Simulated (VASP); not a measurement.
# BN: single point with PBEsol

BN:

```xyz
4
Lattice="2.5539 0.0000 0.0000 -1.2770 2.2118 0.0000 0.0000 0.0000 4.2269" Properties=species:S:1:pos:R:3 pbc="T T T"
B     1.2770    0.7373    4.2257
B     0.0000    1.4745    2.1123
N     1.2770    0.7373    2.4930
N     0.0000    1.4745    0.3795
```

This cell differs from its parent crystal: all N atoms moved -0.150 Å, as atom 3 along Cartesian [0 0 1].

```
Program             : VASP 6.6.1
Task                : single point
Functional          : PBEsol
Potentials or basis : VASP PAW PBE potentials, release 64 (B, N)
Cutoff              : 520 eV
k mesh              : 12 × 12 × 6
Occupations         : gaussian, width 0.05 eV
Spin                : no spin polarisation
```

```json
{
 "Pressure": "1.0 GPa",
 "Largest force": "2.263 eV/Å",
 "Band gap on the k mesh": "4.99 eV, indirect (least direct gap 6.72 eV)"
}
```

Forces on the atoms (eV/Å):
```
B    0.000  0.000 -2.263
B    0.000  0.000 -2.263
N    0.000  0.000  2.263
N    0.000  0.000  2.263
```

Stress tensor (GPa, compression positive):
```
-1.52  0.00  0.00
 0.00 -1.52  0.00
 0.00  0.00  6.07
```

Levels at points of the mesh, in eV from the valence-band top:
```
           k point  band 5  band 6  band 7  band 8  band 9  band 10  band 11  band 12
(0.00, 0.00, 0.00)   -3.41   -1.64   -1.64    0.00    6.72     7.66     7.66     8.41
(0.50, 0.00, 0.00)   -7.25   -6.30   -4.32   -3.93    5.52     6.91    10.07    11.59
(0.00, 0.00, 0.50)   -2.59   -2.59   -2.59   -2.59    8.28     8.28     8.89     8.89
(0.50, 0.00, 0.50)   -5.25   -5.25   -3.62   -3.62    5.09     5.09     8.19     8.19
```

Wall time 29 s on 1 thread of Intel(R) Xeon(R) Platinum 8375C CPU @ 2.90GHz (Ice Lake) (shared host), peak memory 0.14 GiB.

Caveat: the cell differs from its parent crystal (all N atoms moved -0.150 Å, as atom 3 along Cartesian [0 0 1]); the PAW data sets were made with another functional, which shifts forces and pressure a little. A k mesh can miss the band edges.
